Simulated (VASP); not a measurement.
CuO:

```
Cu O
1.0
     3.17550    0.00000    0.00000
     0.00000    3.17550    0.00000
     0.00000    0.00000    4.64953
Cu O
2 2
Direct
  0.00000 0.00000 0.00000
  0.50000 0.50000 0.00000
  0.50000 0.00000 0.26700
  0.00000 0.50000 0.73300
```

Base run:

```yaml
Program: VASP 6.6.1
Functional: RPBE
Potentials_or_basis: VASP PAW PBE potentials, release 64 (Cu_sv_GW, O)
Cutoff: 820 eV
k_mesh: 8 × 8 × 6
Occupations: fermi-dirac, width 0.05 eV
Spin: no spin polarisation
```

Its results: band gap on the k mesh zero (bands 25 and 26 overlap by 0.83 eV); pressure 21.1 GPa; largest force 0.663 eV/Å.

Question: The run is repeated on the same cell with these changes: functional from RPBE to PBE; hubbard terms from none to Cu d U = 3.0 eV. What comes out?

Answer: Band gap on the k mesh zero (bands 25 and 26 overlap by 1.08 eV); pressure 14.8 GPa; largest force 0.937 eV/Å.

Several settings changed at once.

Caveats: the stress differs along the axes, from -5 to 34 GPa (at least some runs); the PAW data sets were made with another functional, which shifts forces and pressure a little (at least some runs); semilocal functionals often make such compounds metallic where correlation or magnetic order opens a gap, which also shifts bond lengths (at least some runs); the stress differs along the axes, from -10 to 27 GPa (at least some runs); U without spin polarisation on a metal has little footing (at least some runs).
